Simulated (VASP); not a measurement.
# TePb (P4mm) in VASP: single point with PBEsol

Aim: the single point of TePb with PBEsol.

All numbers are computed with VASP 6.6.1; they aren't measurements. Logs are shortened: lines on timing, memory, paths and dates and some standing lists are left out, and cuts for length are marked.

## (1) The cell of the first run

It takes space group P4mm (No. 99, tetragonal). The conventional cell has a = 4.002 Å, b = 4.002 Å, c = 4.002 Å, α = 90.00°, β = 90.00°, γ = 90.00°. Within 4.4 Å of Te (site symmetry 4mm) lie 8 Pb at 3.38 to 3.55 Å and 6 Te at 4.00 Å. Pb (site symmetry 4mm) has 8 Te at 3.38 to 3.55 Å and 6 Pb at 4.00 Å within 4.4 Å.

## (2) Single point, PBEsol (one atom moved)

INCAR

```
  PREC = Accurate
  ENCUT = 520
  EDIFF = 1E-6
  ISMEAR = 0
  SIGMA = 0.1
  LREAL = F
  LASPH = T
  NELM = 80
  ALGO = Normal
  ISIF = 2
  LWAVE = F
  LCHARG = F
  GGA = PS
  NBANDS = 17
```

KPOINTS

```
Automatic mesh
0
Gamma
  10 10 10
```

POSCAR

```
TePb
1.0
    4.0022870000      0.0000000000      0.0000000000
    0.0000000000      4.0022870000      0.0000000000
    0.0000000000      0.0000000000      4.0022870000
Te Pb
1 1
Direct
    0.5374785716      0.5000000000      0.5000000000
    0.0000000000      0.0000000000      0.0000000000
```

Potentials or basis: VASP PAW PBE potentials, release 64 (Te, Pb_d).

Run with:

```
$ cat potpaw_PBE.64/Te/POTCAR potpaw_PBE.64/Pb_d/POTCAR > POTCAR
$ mpirun -np 1 vasp_std > vasp.out
```

OUTCAR:

```text
PREC = Accurate
   ENCUT = 520
   EDIFF = 1E-6
   ISMEAR = 0
   LREAL = F
   LASPH = T
   NELM = 80
   ISIF = 2
   GGA = PS

 ion  position               nearest neighbor table
   1  0.537  0.500  0.500-   2 3.38   2 3.38   2 3.38   2 3.38   2 3.55   2 3.55   2 3.55   2 3.55

   2  0.000  0.000  0.000-   1 3.38   1 3.38   1 3.38   1 3.38   1 3.55   1 3.55   1 3.55   1 3.55

  LATTYP: Found a simple cubic cell.
 ALAT       =     4.0022870000

  Lattice vectors:

 A1 = (   4.0022870000,   0.0000000000,   0.0000000000)
 A2 = (   0.0000000000,   4.0022870000,   0.0000000000)
 A3 = (   0.0000000000,   0.0000000000,   4.0022870000)

Analysis of symmetry for initial positions (statically):
=====================================================================
 Subroutine PRICEL returns:
 Original cell was already a primitive cell.

 Routine SETGRP: Setting up the symmetry group for a
 simple cubic supercell.

 Subroutine GETGRP returns: Found  8 space group operations
 (whereof  8 operations were pure point group operations)
 out of a pool of 48 trial point group operations.

The static configuration has the point symmetry C_4v.

Analysis of symmetry for dynamics (positions and initial velocities):
=====================================================================
 Subroutine PRICEL returns:
 Original cell was already a primitive cell.

 Routine SETGRP: Setting up the symmetry group for a
 simple cubic supercell.

 Subroutine GETGRP returns: Found  8 space group operations
 (whereof  8 operations were pure point group operations)
 out of a pool of 48 trial point group operations.

The dynamic configuration has the point symmetry C_4v.

 Subroutine INISYM returns: Found  8 space group operations
 (whereof  8 operations are pure point group operations),
 and found     1 'primitive' translations

----------------------------------------------------------------------------------------

                                     Primitive cell

  volume of cell :      64.1098

  direct lattice vectors                    reciprocal lattice vectors
     4.002287000  0.000000000  0.000000000     0.249857144  0.000000000  0.000000000
     0.000000000  4.002287000  0.000000000     0.000000000  0.249857144  0.000000000
     0.000000000  0.000000000  4.002287000     0.000000000  0.000000000  0.249857144

  length of vectors
     4.002287000  4.002287000  4.002287000     0.249857144  0.249857144  0.249857144

  position of ions in fractional coordinates (direct lattice)
     0.537478572  0.500000000  0.500000000
     0.000000000  0.000000000  0.000000000

  ion indices of the primitive-cell ions
   primitive index   ion index
                 1           1
                 2           2

----------------------------------------------------------------------------------------

 KPOINTS: Automatic mesh

Automatic generation of k-mesh.
 Grid dimensions read from file:
 generate k-points for:   10   10   10

 Generating k-lattice:

  Cartesian coordinates                     Fractional coordinates (reciprocal lattice)
     0.024985714  0.000000000  0.000000000     0.100000000  0.000000000  0.000000000
     0.000000000  0.024985714  0.000000000     0.000000000  0.100000000  0.000000000
     0.000000000  0.000000000  0.024985714     0.000000000  0.000000000  0.100000000

  Length of vectors
     0.024985714  0.024985714  0.024985714

  Shift w.r.t. Gamma in fractional coordinates (k-lattice)
     0.000000000  0.000000000  0.000000000

 Subroutine IBZKPT returns following result:
 ===========================================

 Found    126 irreducible k-points:

 Following reciprocal coordinates:
            Coordinates               Weight
  0.000000  0.000000  0.000000      1.000000
  0.100000  0.000000  0.000000      2.000000
  0.000000  0.100000  0.000000      4.000000
  0.200000  0.000000  0.000000      2.000000
  0.000000  0.200000  0.000000      4.000000
  0.300000  0.000000  0.000000      2.000000
[... 16 lines left out ...]
  0.500000  0.100000  0.000000      4.000000
  0.000000  0.500000  0.100000      4.000000
 [... further k-points ...]
   k-points           NKPTS =    126   k-points in BZ     NKDIM =    126   number of bands    NBANDS=     17
   number of dos      NEDOS =    301   number of ions     NIONS =      2
   total plane-waves  NPLWV =  27000
   dimension x,y,z NGX =    30 NGY =   30 NGZ =   30
   dimension x,y,z NGXF=    60 NGYF=   60 NGZF=   60
   ions per type =               1   1
   NGX,Y,Z   is equivalent  to a cutoff of  12.46, 12.46, 12.46 a.u.
   NGXF,Y,Z  is equivalent  to a cutoff of  24.92, 24.92, 24.92 a.u.
 SYSTEM =  unknown system
   PREC   = accura    normal or accurate (medium, high low for compatibility)
   ISTART =      0    job   : 0-new  1-cont  2-samecut
   ICHARG =      2    charge: 1-file 2-atom 10-const
   ISPIN  =      1    spin polarized calculation?
   LNONCOLLINEAR =      F non collinear calculations
   LSORBIT =      F    spin-orbit coupling
   LASPH  =      T    aspherical Exc in radial PAW
   ENCUT  =  520.0 eV  38.22 Ry    6.18 a.u.   7.44  7.44  7.44*2*pi/ulx,y,z
   NELM   =     80;   NELMIN=  2; NELMDL= -5     # of ELM steps
   EDIFF  = 0.1E-05   stopping-criterion for ELM
   LREAL  =      F    real-space projection
   EDIFFG = 0.1E-04   stopping-criterion for IOM
   NSW    =      0    number of steps for IOM
   IBRION =     -1    ionic relax: 0-MD 1-quasi-New 2-CG
   NFREE  =      0    steps in history (QN), initial steepest desc. (CG)
   ISIF   =      2    stress and relaxation
   ISYM   =      2    0-nonsym 1-usesym 2-fastsym
   POTIM  = 0.5000    time-step for ionic-motion
   TEBEG  =    0.0;   TEEND  =   0.0 temperature during run
   PSTRESS=    0.0 pullay stress
   NELECT =      20.0000    total number of electrons
   NUPDOWN=      -1.0000    fix difference up-down
   EMIN   =  10.00;   EMAX   =-10.00  energy-range for DOS
   EFERMI =   0.00;   METHOD = LEGACY
   ISMEAR =     0;   SIGMA  =   0.10  broadening in eV -4-tet -1-fermi 0-gaus
   EFERMI_NEDOS =   21; number of points for ismear=-14 and -15
   IALGO  =     38    algorithm
   IMIX   =      4    mixing-type and parameters
     AMIX     =   0.40;   BMIX     =  1.00
     AMIX_MAG =   1.60;   BMIX_MAG =  1.00
  volume/ion in A,a.u.               =      32.05       216.32
  Fermi-wavevector in a.u.,A,eV,Ry     =   1.110307  2.098177 16.773027  1.232783
  Thomas-Fermi vector in A             =   2.246857
   LORBIT       =      0    0 simple, 1 ext, 2 COOP (PROOUT), +10 PAW based schemes
   GGA     = PS    functional components
   LHFCALC =     F    Hartree Fock is set to
   AEXX    =    0.0000 exact exchange contribution
   IVDW    =     0    specifies the selected vdW correction
   LEPSILON=     F    determine dielectric tensor
   LRPA    =     F    only Hartree local field effects (RPA)
 non-spin polarized calculation
 Gauss-broadening in eV      SIGMA  =   0.10
  energy-cutoff  :      520.00
  volume of cell :       64.11
 maximum number of plane-waves:      1751
 NGX is ok and might be reduce to    30
   NGX = 15   NGY = 15   NGZ = 15

 number of electron      20.0000009 magnetization

 Free energy of the ion-electron system (eV)
  ---------------------------------------------------
  ext. energy  EPLUGINS =         0.00000000
  ---------------------------------------------------
  free energy    TOTEN  =        -7.84499315 eV

  energy without entropy =       -7.83884140  energy(sigma->0) =       -7.84191728

 E-fermi :   6.1194     XC(G=0):  -9.8307

 val. band max:        6.0836207919   @ k =   0.1000   0.0000   0.5000
 cond. band min:       6.1381050707   @ k =   0.5000   0.2000   0.0000
 fundamental gap:      0.0544842788
 Fermi energy:         6.1193889182

 k-point     1 :       0.0000    0.0000    0.0000
  band No.  band energies     occupation
      1     -10.8028      2.00000
      2     -10.8013      2.00000
      3     -10.7198      2.00000
      4     -10.7198      2.00000
      5     -10.7186      2.00000
      6      -5.9836      2.00000
[... 9 lines left out ...]
     16      16.0750      0.00000
     17      17.2177      0.00000

 k-point     2 :       0.1000    0.0000    0.0000
  band No.  band energies     occupation
      1     -10.8009      2.00000
      2     -10.7960      2.00000
      3     -10.7223      2.00000
      4     -10.7223      2.00000
      5     -10.7185      2.00000
      6      -5.9051      2.00000
[... 9 lines left out ...]
     16      16.6804      0.00000
     17      16.7429      0.00000

 k-point     3 :       0.0000    0.1000    0.0000
  band No.  band energies     occupation
      1     -10.8021      2.00000
      2     -10.7948      2.00000
      3     -10.7223      2.00000
      4     -10.7212      2.00000
      5     -10.7196      2.00000
      6      -5.9038      2.00000
[... 9 lines left out ...]
     16      16.6413      0.00000
     17      16.7098      0.00000

 k-point     4 :       0.2000    0.0000    0.0000
  band No.  band energies     occupation
      1     -10.8000      2.00000
      2     -10.7784      2.00000
      3     -10.7287      2.00000
      4     -10.7287      2.00000
      5     -10.7180      2.00000
      6      -5.6755      2.00000
[... 9 lines left out ...]
     16      15.4940      0.00000
     17      16.5477      0.00000

 k-point     5 :       0.0000    0.2000    0.0000
  band No.  band energies     occupation
      1     -10.8011      2.00000
      2     -10.7771      2.00000
      3     -10.7289      2.00000
      4     -10.7277      2.00000
      5     -10.7191      2.00000
      6      -5.6695      2.00000
[... 9 lines left out ...]
     16      15.4486      0.00000
     17      16.5667      0.00000

 k-point     6 :       0.3000    0.0000    0.0000
  band No.  band energies     occupation
      1     -10.7989      2.00000
      2     -10.7568      2.00000
      3     -10.7367      2.00000
      4     -10.7367      2.00000
      5     -10.7174      2.00000
      6      -5.3194      2.00000
[... 9 lines left out ...]
     16      14.3408      0.00000
     17      16.8149      0.00000

 k-point     7 :       0.0000    0.3000    0.0000
  band No.  band energies     occupation
      1     -10.7999      2.00000
      2     -10.7553      2.00000
      3     -10.7371      2.00000
      4     -10.7358      2.00000
      5     -10.7185      2.00000
      6      -5.3036      2.00000
[... 9 lines left out ...]
     16      14.2987      0.00000
     17      16.8768      0.00000

 k-point     8 :       0.4000    0.0000    0.0000
  band No.  band energies     occupation
      1     -10.7980      2.00000
      2     -10.7432      2.00000
      3     -10.7432      2.00000
      4     -10.7392      2.00000
      5     -10.7170      2.00000
      6      -4.9136      2.00000
[... 9 lines left out ...]
     16      16.1589      0.00000
     17      17.3902      0.00000
[... 203 lines left out ...]
      1     -10.7950      2.00000
      2     -10.7530      2.00000
      3     -10.7409      2.00000
      4     -10.7355      2.00000
      5     -10.7207      2.00000
      6      -5.2311      2.00000
[... 9 lines left out ...]
     16      14.6028      0.00000
     17      15.9086      0.00000

 k-point    20 :       0.4000    0.1000    0.0000
  band No.  band energies     occupation
      1     -10.7930      2.00000
      2     -10.7477      2.00000
      3     -10.7427      2.00000
      4     -10.7367      2.00000
      5     -10.7192      2.00000
      6      -4.8469      2.00000
[... 9 lines left out ...]
     16      16.1950      0.00000
     17      16.2431      0.00000

 k-point    21 :       0.0000    0.4000    0.1000
  band No.  band energies     occupation
      1     -10.7941      2.00000
      2     -10.7473      2.00000
      3     -10.7429      2.00000
      4     -10.7351      2.00000
      5     -10.7202      2.00000
      6      -4.8139      2.00000
[... 9 lines left out ...]
     16      16.1245      0.00000
     17      16.3166      0.00000

 k-point    22 :       0.1000    0.0000    0.4000
  band No.  band energies     occupation
      1     -10.7940      2.00000
      2     -10.7481      2.00000
      3     -10.7419      2.00000
      4     -10.7352      2.00000
      5     -10.7202      2.00000
      6      -4.8148      2.00000
[... 9 lines left out ...]
     16      16.1463      0.00000
     17      16.3103      0.00000

 k-point    23 :       0.5000    0.1000    0.0000
  band No.  band energies     occupation
      1     -10.7926      2.00000
      2     -10.7503      2.00000
      3     -10.7451      2.00000
      4     -10.7300      2.00000
      5     -10.7189      2.00000
      6      -4.6342      2.00000
[... 9 lines left out ...]
     16      16.5599      0.00000
     17      16.8387      0.00000

 k-point    24 :       0.0000    0.5000    0.1000
  band No.  band energies     occupation
      1     -10.7937      2.00000
      2     -10.7500      2.00000
      3     -10.7453      2.00000
      4     -10.7284      2.00000
      5     -10.7200      2.00000
      6      -4.5854      2.00000
[... 9 lines left out ...]
     16      16.6346      0.00000
     17      16.9955      0.00000

 [... further k-points ...]

------------------------ aborting loop because EDIFF is reached ----------------------------------------

  FORCE on cell =-STRESS in cart. coord.  units (eV):
  Direction    XX          YY          ZZ          XY          YZ          ZX
  --------------------------------------------------------------------------------------
  -------------------------------------------------------------------------------------
  Total       -1.0603705     -1.0939732     -1.0939732      0.0000000      0.0000000     -0.0000000
  in kB      -26.4998585    -27.3396268    -27.3396268      0.0000000      0.0000000     -0.0000000
  external PRESSURE =     -27.0597040 kB  Pullay stress =       0.0000000 kB

 VOLUME and BASIS-vectors are now :
 -----------------------------------------------------------------------------
  energy-cutoff  :      520.00
  volume of cell :       64.11
      direct lattice vectors                 reciprocal lattice vectors
     4.002287000  0.000000000  0.000000000     0.249857144  0.000000000  0.000000000
     0.000000000  4.002287000  0.000000000     0.000000000  0.249857144  0.000000000
     0.000000000  0.000000000  4.002287000     0.000000000  0.000000000  0.249857144

 POSITION                                       TOTAL-FORCE (eV/Angst)
 -----------------------------------------------------------------------------------
      2.15114      2.00114      2.00114         0.064795      0.000000     -0.000000
      0.00000      0.00000      0.00000        -0.064795     -0.000000      0.000000
 -----------------------------------------------------------------------------------
    total drift:                               -0.000129     -0.000000     -0.000000

  FREE ENERGIE OF THE ION-ELECTRON SYSTEM (eV)
  ---------------------------------------------------
  free  energy   TOTEN  =        -7.8449931542 eV

  energy  without entropy=       -7.8388414013  energy(sigma->0) =       -7.84191728
```

Wall time 2.1 min (1 thread of Intel Xeon 8259CL, shared host); peak memory 0.27 GiB.

What came out:

```yaml
Free_energy: -7.8450 eV
Pressure: -2.7 GPa
Largest_force: 0.065 eV/Å
Band_gap_on_the_k_mesh: zero (bands 10 and 11 overlap by 1.28 eV)
```

Forces on the atoms (eV/Å):
```
Te   0.065  0.000  0.000
Pb  -0.065  0.000  0.000
```

Caveat: the cell differs from its parent crystal (one atom moved); the PAW data sets were made with another functional, which shifts forces and pressure a little; spin-orbit coupling is left out, which moves the levels of the heavy elements.

The gap in the log of VASP goes by the Fermi energy; the results here count the filled bands.